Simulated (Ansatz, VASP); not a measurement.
# Al in VASP and in Ansatz

```xyz
4
Lattice="-1.6175 1.6175 -1.6175 -1.6175 -1.6175 1.6175 -1.2940 5.4994 7.4403" Properties=species:S:1:pos:R:3 pbc="T T T"
Al    0.0000    5.6611    5.6611
Al   -1.6175    0.8087    0.8087
Al    0.0000    2.4262    2.4262
Al   -1.6175    4.0437    4.0437
```

Alike in both runs: task single point; functional PBE; k mesh 16 × 16 × 5; occupations gaussian, width 0.15 eV; no spin polarisation.

```csv
,VASP,Ansatz
version,VASP 6.6.1,Ansatz 0.2.0
potentials or method,"VASP PAW PBE potentials, release 64 (Al), cutoff 520 eV","scalar-relativistic, plane waves, PAW"
valence electrons in the cell,12,12
```

Ansatz gave:

```
gap on the k mesh at the Fermi level (eV)                     : none
pressure (GPa)                                                : 0.4
traceless stress, the component that is largest in VASP (GPa) : -1.20
rms of the force components (eV/Å)                            : 0.099
```

**Question.** Estimate VASP's values.

**Answer.** gap on the k mesh at the Fermi level (eV): none; pressure (GPa): 0.4; traceless stress, the component that is largest in VASP (GPa): -1.19; rms of the force components (eV/Å): 0.099.

Atom by atom the forces differ by 0.000 eV/Å (rms over components). A gap of «none» marks a metal or a gap that the smearing closes. The functional is the same, so the differences come from potentials, cutoffs and numerics.
